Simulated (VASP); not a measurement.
Here is a VASP 6.6.1 calculation.

File INCAR:

```
SYSTEM = ZnS
PREC = Accurate
ENCUT = 520
EDIFF = 1E-7
ISMEAR = 0
SIGMA = 0.05
LREAL = .FALSE.
LASPH = .TRUE.
NELM = 80
ALGO = Normal
ISIF = 2
LWAVE = .FALSE.
LCHARG = .FALSE.
GGA = PE
NBANDS = 46
```

KPOINTS

```
regular mesh
0
G
  12 12 2
  0 0 0
```

The input POSCAR:

```
ZnS
1.0
    3.8467234474      0.0000000000      0.0000000000
   -1.9233617237      3.3313602268      0.0000000000
    0.0000000000      0.0000000000     12.5902250312
Zn S
4 4
Direct
   -0.0063529483     -0.0127058965      0.0000503475
    0.0063529483      0.0127058965      0.5000503475
    0.3153226722      0.6306453445      0.2500245131
    0.6846773278      0.3693546555      0.7500245131
   -0.0162385133     -0.0324770267      0.1872896980
    0.0162385133      0.0324770267      0.6872896980
    0.3380641023      0.6761282047      0.4376354414
    0.6619358977      0.3238717953      0.9376354414
```

Potentials or basis: VASP PAW PBE potentials, release 64 (Zn, S).

Run with:

```bash
$ cat potpaw_PBE.64/Zn/POTCAR potpaw_PBE.64/S/POTCAR > POTCAR
$ mpirun -np 1 vasp_std > vasp.out
```

(1) Predict the pressure.

(2) Predict the largest force.

Results:

(1) 0.1 GPa.

(2) 0.094 eV/Å.

Caveat: the cell differs from its parent crystal (atoms displaced along a vibrational mode).
